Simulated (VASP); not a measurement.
Wanted: the native input for a VASP 6.6.1 run.

- Task: single point
- Functional: PBE
- Potentials or basis: VASP PAW PBE potentials, release 64 (Al)
- Cutoff: 520 eV
- k mesh: 6 × 6 × 2
- Occupations: gaussian, width 0.1 eV
- Spin: no spin polarisation
- Dipole correction: no
- Further INCAR settings: ALGO = Normal; EDIFF = 1e-07; NBANDS = 14

The structure of Al lies in POSCAR:

```
Al
1.0
    2.8270770242      0.0000000000      0.0000000000
   -1.4135385121      2.4483205214      0.0000000000
    0.0000000000      0.0000000000      9.1859930700
Al
4
Direct
    0.0000000000      0.0000000000      0.0000000000
    0.3333333300      0.6666666700      0.2500000000
    0.0000000000      0.0000000000      0.5000000000
    0.6666666700      0.3333333300      0.7500000000
```

This isn't the form of Al at room conditions, which is fcc.

The input as run:

INCAR

```
SYSTEM = Al
ALGO     = Normal         ! electronic algorithm
EDIFF    = 1E-7           ! SCF threshold, eV
ENCUT    = 520            ! plane-wave cutoff, eV
GGA      = PE             ! functional
ISIF     = 2              ! what is computed and relaxed
ISMEAR   = 0              ! smearing method
LASPH    = .TRUE.         ! aspherical terms in the spheres
LCHARG   = .FALSE.        ! write CHGCAR
LREAL    = .FALSE.        ! projectors in reciprocal space
LWAVE    = .FALSE.        ! write WAVECAR
NBANDS   = 14             ! bands
NELM     = 60             ! most SCF steps
PREC     = Accurate       ! precision mode
SIGMA    = 0.1            ! smearing width, eV
```

KPOINTS

```
k-points
0
G
  6 6 2
  0 0 0
```

Potentials or basis: VASP PAW PBE potentials, release 64 (Al).

Run with:

```sh
$ cat potpaw_PBE.64/Al/POTCAR > POTCAR
$ mpirun -np 1 vasp_std > vasp.out
```

Results of the run:

```
Pressure               : 3.5 GPa
Band gap on the k mesh : zero (bands 6 and 7 overlap by 5.33 eV)
```

Caveat: the k points lie up to 0.43 Å⁻¹ apart, too coarse for converged energies and pressures of a metal.

Run time: 15 s on 1 thread of Intel Xeon 8259CL (shared host), peak memory 0.18 GiB.
